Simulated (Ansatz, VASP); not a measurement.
# MgO2 in VASP and in Ansatz

```
Mg O
1.0
     4.74201    0.00000    0.00000
     0.00000    4.74201    0.00000
     0.00000    0.00000    4.74201
Mg O
4 8
Direct
  0.00000 0.50000 0.50000
  0.50000 0.50000 0.00000
  0.50000 0.00000 0.50000
  0.00000 0.00000 0.00000
  0.41056 0.08944 0.91056
  0.08944 0.91056 0.41056
  0.91056 0.41056 0.08944
  0.58944 0.58944 0.58944
  0.41056 0.41056 0.41056
  0.08944 0.58944 0.91056
  0.91056 0.08944 0.58944
  0.58944 0.91056 0.08944
```

Alike in both runs: functional PBEsol; k mesh 6 × 6 × 6; occupations gaussian, width 0.02 eV; no spin polarisation.

Ansatz relaxed the structure, and its values are those at the end. VASP's run is a single point on that final structure, the one shown.

```csv
,VASP,Ansatz
version,VASP 6.6.1,Ansatz 0.2.0
potentials or method,"VASP PAW PBE potentials, release 64 (Mg, O), cutoff 520 eV","scalar-relativistic, plane waves, PAW"
valence electrons in the cell,56,88
```

```csv
,VASP,Ansatz,Ansatz less VASP
gap on the k mesh at the Fermi level (eV),4.17,4.19,+0.027
least direct gap on the mesh (eV),4.31,4.34,+0.026
pressure (GPa),9.6,9.6,-0.05
rms of the force components (eV/Å),0.099,0.001,-0.0978
```

VASP's potentials were made for PBE, not for PBEsol. VASP's potentials hold 56 valence electrons a cell and Ansatz's 88, so a difference there can come from the potentials and not from the codes. Ansatz's warnings: stress scf threshold loose.
